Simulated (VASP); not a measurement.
Wanted: the native input for a VASP 6.6.1 run.

```
Task                   : single point
Functional             : PBE
Dispersion             : D3(BJ)
Potentials or basis    : VASP PAW PBE potentials, release 64 (Ta_pv, C)
Cutoff                 : 520 eV
k mesh                 : 3 × 3 × 3
Occupations            : gaussian, width 0.05 eV
Spin                   : no spin polarisation
Dipole correction      : no
Further INCAR settings : LREAL = Auto; ALGO = Normal; EDIFF = 1e-06; NBANDS = 104
```

The structure of Ta16C (a cell with a defect) lies in POSCAR:

```
Ta16C
1.0
    6.6200000000      0.0000000000      0.0000000000
    0.0000000000      6.6200000000      0.0000000000
    0.0000000000      0.0000000000      6.6200000000
Ta C
16 1
Direct
   -0.0070893551      0.0012767814     -0.0004397783
    0.4928833652      0.0477014365     -0.0004913784
   -0.0070938463      0.4979652642     -0.0004390473
   -0.0071382401     -0.0109556079      0.4995531978
    0.2302280694      0.2496039730      0.2621571666
    0.4928544414      0.4515912241     -0.0004365580
    0.4928567266      0.0012555009      0.4995365328
    0.7554970276      0.2496260570      0.2622231116
   -0.0071248397      0.5102112229      0.4995212314
    0.2511193633      0.7496399968      0.2413008794
    0.2302268984      0.2496314208      0.7369352297
    0.4928514625      0.4979900111      0.4995445599
    0.7346789271      0.7496459319      0.2412936285
    0.7555155818      0.2496405482      0.7368707902
    0.2510860478      0.7496317709      0.7577599155
    0.7346647935      0.7496339229      0.7577974454
    0.4928503767      0.7496397451     -0.0004730269
```

One way to write it, as run:

INCAR

```
SYSTEM = Ta16C
PREC     = Accurate       ! precision mode
ENCUT    = 520            ! plane-wave cutoff, eV
EDIFF    = 1E-6           ! SCF threshold, eV
ISMEAR   = 0              ! smearing method
SIGMA    = 0.05           ! smearing width, eV
LREAL    = Auto         
LASPH    = .True.         ! aspherical terms in the spheres
NELM     = 100            ! most SCF steps
ALGO     = Normal         ! electronic algorithm
ISIF     = 2              ! what is computed and relaxed
LWAVE    = .False.        ! write WAVECAR
LCHARG   = .False.        ! write CHGCAR
GGA      = PE             ! functional
IVDW     = 12             ! dispersion correction
NBANDS   = 104            ! bands
```

KPOINTS

```
Automatic mesh
0
Gamma
  3 3 3
  0 0 0
```

Potentials or basis: VASP PAW PBE potentials, release 64 (Ta_pv, C).

Run with:

```bash
$ cat potpaw_PBE.64/Ta_pv/POTCAR potpaw_PBE.64/C/POTCAR > POTCAR
$ mpirun -np 1 vasp_std > vasp.out
```

Results of the run:

```yaml
Pressure: 2.3 GPa
Largest_force: 0.044 eV/Å
Band_gap_on_the_k_mesh: zero (bands 90 and 91 overlap by 1.42 eV)
Dispersion_energy_per_atom: -0.644 eV
```

Caveat: spin-orbit coupling is left out, which moves the levels of the heavy elements.

Run time: 7 min on 1 thread of Intel(R) Xeon(R) 6975P-C (Granite Rapids), on a shared host, peak memory 0.5 GiB.
